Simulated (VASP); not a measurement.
Wanted: the native input for a VASP 6.6.1 run.

- Task: single point
- Functional: LDA
- Potentials or basis: VASP PAW LDA potentials, release 64 (Ga_d, P)
- Cutoff: 500 eV
- k mesh: 10 × 10 × 10
- Occupations: gaussian, width 0.02 eV
- Spin: no spin polarisation
- Dipole correction: no
- Further INCAR settings: ALGO = Normal; EDIFF = 1e-06; NBANDS = 16

The structure of GaP (l.b) lies in POSCAR:

```
GaP
1.0
    0.0000000000      2.6957342448      2.6957342448
    2.6957342448      0.0000000000      2.6957342448
    2.6957342448      2.6957342448      0.0000000000
Ga P
1 1
Direct
    0.0000000000      0.0000000000      0.0000000000
    0.2500000000      0.2500000000      0.2500000000
```

The input as run:

INCAR

```
SYSTEM = GaP
PREC = Accurate
ENCUT = 500
EDIFF = 1E-6
ISMEAR = 0
SIGMA = 0.02
LREAL = .False.
LASPH = .True.
NELM = 120
ALGO = Normal
ISIF = 2
LWAVE = .False.
LCHARG = .False.
GGA = CA
NBANDS = 16
GGA_COMPAT = .False.
```

KPOINTS

```
Automatic mesh
0
Gamma
  10 10 10
  0 0 0
```

Potentials or basis: VASP PAW LDA potentials, release 64 (Ga_d, P).

Launch:

```bash
$ cat potpaw_LDA.64/Ga_d/POTCAR potpaw_LDA.64/P/POTCAR > POTCAR
$ mpirun -np 1 vasp_std > vasp.out
```

Results of the run:

```yaml
Pressure: 0.1 GPa
Band_gap_on_the_k_mesh: 1.40 eV, indirect (least direct gap 1.91 eV)
```

Run time: 40 s on 1 thread of Intel Xeon 8259CL, on a shared host, peak memory 0.15 GiB.
